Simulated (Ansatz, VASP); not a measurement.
# Two plane-wave programs on Al

```
Al
1.0
     2.78429    0.00000    0.00000
    -1.39215    2.41127    0.00000
     0.00000    0.00000    9.74726
Al
4
Direct
  0.00000 0.00000 0.00000
  0.33333 0.66667 0.25000
  0.00000 0.00000 0.50000
  0.66667 0.33333 0.75000
```

Alike in both runs: task single point; functional PBE; dispersion D3(BJ); k mesh 18 × 18 × 6; occupations gaussian, width 0.15 eV; no spin polarisation.

|  | VASP | Ansatz |
| --- | --- | --- |
| version | VASP 6.6.1 | Ansatz 0.2.0 |
| potentials or method | VASP PAW PBE potentials, release 64 (Al), cutoff 520 eV | scalar-relativistic, plane waves, PAW |
| valence electrons in the cell | 12 | 12 |

|  | VASP | Ansatz | Ansatz less VASP |
| --- | --- | --- | --- |
| gap on the k mesh at the Fermi level (eV) | none | none | - |
| pressure (GPa) | -2.0 | -2.0 | +0.03 |
| traceless stress, the component that is largest in VASP (GPa) | -2.89 | -2.89 | -0.008 |

A gap of «none» marks a metal or a gap that the smearing closes.
